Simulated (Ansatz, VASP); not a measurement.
# One calculation of SiC, two programs

```
Si C
1.0
     0.00000    2.17422    2.17422
     2.17422    0.00000    2.17422
     2.17422    2.17422    0.00000
Si C
1 1
Direct
  0.00000 0.00000 0.00000
  0.25000 0.25000 0.25000
```

Alike in both runs: task single point; functional HSE06; k mesh 6 × 6 × 6; occupations gaussian, width 0.05 eV; no spin polarisation.

```csv
,VASP,Ansatz
version,VASP 6.6.1,Ansatz 0.2.0
potentials or method,"VASP PAW PBE potentials, release 64 (Si, C), cutoff 520 eV","scalar-relativistic, plane waves, PAW"
valence electrons in the cell,8,8
```

VASP gave:

```
gap on the k mesh at the Fermi level (eV) : 2.23
least direct gap on the mesh (eV)         : 5.74
pressure (GPa)                            : -0.3
```

Problem. Estimate Ansatz's values.

Solution. gap on the k mesh at the Fermi level (eV): 2.22; least direct gap on the mesh (eV): 5.73; pressure (GPa): 0.1.

Ansatz's warnings: stress exchange threshold loose, stress scf threshold loose.
